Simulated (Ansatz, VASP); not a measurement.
**HgTe: VASP beside Ansatz**

```
Hg Te
1.0
    -3.01965    3.01965    1.56951
     3.01965   -3.01965    1.56951
     3.01965    3.01965   -1.56951
Hg Te
1 1
Direct
  0.25000 0.75000 0.50000
  0.00000 0.00000 0.00000
```

Alike in both runs: task single point; functional r2SCAN; k mesh 16 × 16 × 16; occupations gaussian, width 0.1 eV; no spin polarisation.

|  | VASP | Ansatz |
| --- | --- | --- |
| version | VASP 6.6.1 | Ansatz 0.2.0 |
| potentials or method | VASP PAW PBE potentials, release 64 (Hg, Te), cutoff 520 eV | scalar-relativistic, plane waves, PAW |
| valence electrons in the cell | 18 | 36 |

|  | VASP | Ansatz | Ansatz less VASP |
| --- | --- | --- | --- |
| gap on the k mesh at the Fermi level (eV) | none | none | - |
| pressure (GPa) | -0.8 | -0.9 | -0.11 |
| traceless stress, the component that is largest in VASP (GPa) | 1.58 | 1.59 | +0.009 |

VASP's potentials were made for PBE, not for r2SCAN. A gap of «none» marks a metal or a gap that the smearing closes. With one functional, cell and mesh, what is left measures potentials, basis and numerics. VASP's potentials hold 18 valence electrons a cell and Ansatz's 36, so a difference there can come from the potentials and not from the codes.

Spin-orbit coupling is off throughout.
